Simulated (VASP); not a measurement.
Wanted: the native input for a VASP 6.6.1 run.

| Item | Value |
| --- | --- |
| Task | single point |
| Functional | BLYP |
| Potentials or basis | VASP PAW PBE potentials, release 64 (Co) |
| Cutoff | 520 eV |
| k mesh | 12 × 12 × 1 |
| Occupations | fermi-dirac, width 0.05 eV |
| Spin | collinear spin, ferromagnetic start |
| Starting moments | [2.0, 2.0, 2.0, 2.0, 2.0, 2.0, 2.0] μB |
| Dipole correction | yes |
| Further INCAR settings | ALGO = Normal; EDIFF = 1e-07; NBANDS = 44 |

The structure of Co lies in POSCAR:

```
Co
1.0
    2.4705617809      0.0000000000      0.0000000000
   -1.2352808904      2.1395692639      0.0000000000
    0.0000000000      0.0000000000     27.1323507000
Co
7
Direct
    0.3333333300      0.6666666600      0.2764227871
    0.0000000000      0.0000000000      0.3509485247
    0.6666666700      0.3333333400      0.4254742624
    0.0000000000      0.0000000000      0.5000000000
    0.3333333300      0.6666666600      0.5745257376
    0.0000000000      0.0000000000      0.6490514753
    0.6666666700      0.3333333400      0.7235772129
```

One way to write it, as run:

INCAR

```
PREC = Accurate
ENCUT = 520
EDIFF = 1E-7
ISMEAR = -1
SIGMA = 0.05
LREAL = False
LASPH = True
NELM = 150
ALGO = Normal
ISIF = 2
LWAVE = False
LCHARG = False
ISPIN = 2
MAGMOM = 2 2 2 2 2 2 2
LORBIT = 11
LMAXMIX = 4
LDIPOL = True
IDIPOL = 3
DIPOL = 0.5 0.5 0.500
GGA = B5
ALDAX = 1.0
AGGAX = 1.0
AGGAC = 1.0
ALDAC = 0.0
NBANDS = 44
```

KPOINTS

```
regular mesh
0
Gamma
  12 12 1
```

Potentials or basis: VASP PAW PBE potentials, release 64 (Co).

Command:

```console
$ cat potpaw_PBE.64/Co/POTCAR > POTCAR
$ mpirun -np 1 vasp_std > vasp.out
```

Results of the run:

```
Largest force                                         : 0.324 eV/Å
Net moment                                            : 11.51 μB per cell
Site moments                                          : Co +1.72, +1.65, +1.62, +1.60 (each value once) μB
Valence electrons inside the program's atomic spheres : Co 8.16, 8.32, 8.33 (each value once)
```

Caveat: the PAW data sets were made with another functional, which shifts forces and pressure a little.

Wall time 65 min on 1 thread of Oxide Virtual Turin-like Processor, with other jobs on the host, peak memory 0.35 GiB.
